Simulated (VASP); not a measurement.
Runs of VASP 6.6.1 on SrTiO3. The structure is that of space group Pm-3m (No. 221), or close to it. The cells are those of the table. 

```csv
cell,gap on the mesh (eV),pressure (GPa)
"a = 3.936 Å, angles 89.1, 90.0, 90.0°, 5 atoms",1.78,0.6
"a = 3.936 Å, angles 88.3, 90.0, 90.0°, 5 atoms",(a),0.7
"a = 3.936 Å, angles 89.4, 90.0, 90.0°, 5 atoms",1.79,0.7
"a = 3.936 Å, angles 91.1, 90.0, 90.0°, 5 atoms",1.76,0.7
"a = 3.936 Å, angles 89.7, 90.0, 90.0°, 5 atoms",(b),0.6
"a = 3.936 Å, angles 88.6, 90.0, 90.0°, 5 atoms",1.75,0.7
```

Alike in all rows: task single point; level PBE; potentials or basis VASP PAW PBE potentials, release 64 (Sr_sv, Ti_sv, O); no spin polarisation; k mesh 8 × 8 × 8; cutoff (eV) 520; smearing gaussian 0.05 eV.

Q: Estimate the missing entries.

A: (a) 1.74; (b) 1.80.

A k mesh can miss the band edges, and the runs leave out spin-orbit coupling on Sr.
